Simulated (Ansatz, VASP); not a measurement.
Given: the input of a run of VASP 6.6.1 on SnTe.

INCAR

```
ALGO = Normal ; EDIFF = 1E-6
ENCUT = 520 ; GGA = PE
ISIF = 2 ; ISMEAR = 0
LASPH = True ; LCHARG = False
LREAL = False ; LWAVE = False
NBANDS = 17 ; NELM = 80
PREC = Accurate ; SIGMA = 0.02
```

File KPOINTS:

```
k-points
0
Gamma
  7 7 7
```

POSCAR

```
SnTe
1.0
    0.0000000000      3.1508500000      3.1508500000
    3.1508500000      0.0000000000      3.1508500000
    3.1508500000      3.1508500000      0.0000000000
Te Sn
1 1
Direct
    0.5000000000      0.5000000000      0.5000000000
    0.0000000000      0.0000000000      0.0000000000
```

Potentials or basis: VASP PAW PBE potentials, release 64 (Te, Sn_d).

Launch:

```console
$ cat potpaw_PBE.64/Te/POTCAR potpaw_PBE.64/Sn_d/POTCAR > POTCAR
$ mpirun -np 1 vasp_std > vasp.out
```

**Question.** Translate it to Ansatz 0.2.0. Potentials there: all-electron LAPW, scalar-relativistic.

**Answer.** As run (the cutoff follows the program's own potentials):

The input input.yaml:

```yaml
crystal:
  lattice:
    - [0.0, 3.15085, 3.15085]
    - [3.15085, 0.0, 3.15085]
    - [3.15085, 3.15085, 0.0]
  atoms:
    - { symbol: Te, position: [0.5, 0.5, 0.5] }
    - { symbol: Sn, position: [0.0, 0.0, 0.0] }
kpoints:
  mp_grid: { grid: [7, 7, 7] }
scf:
  occupations: { method: gaussian, width: 0.02 }
hamiltonian:
  xc: pbe
  pseudopotentials: { kind: all_electron, lapw: { basis_error: 0.001 } }
output:
  forces: true
  stress: true
  eigenvalues: true
```

Potentials or basis: all-electron LAPW, scalar-relativistic.

Command:

```sh
$ ansatz run input.yaml --threads 1 --pin off --max-ram 3072MiB --backend cpu --events-out ev --progress --plain --runs-dir out
```

Both were run:

|  | VASP | Ansatz | Ansatz less VASP |
| --- | --- | --- | --- |
| pressure (GPa) | 2.2 | 2.2 | +0.07 |

Ansatz ran all-electron here, and VASP with PAW potentials.

Neither program's run includes spin-orbit coupling.
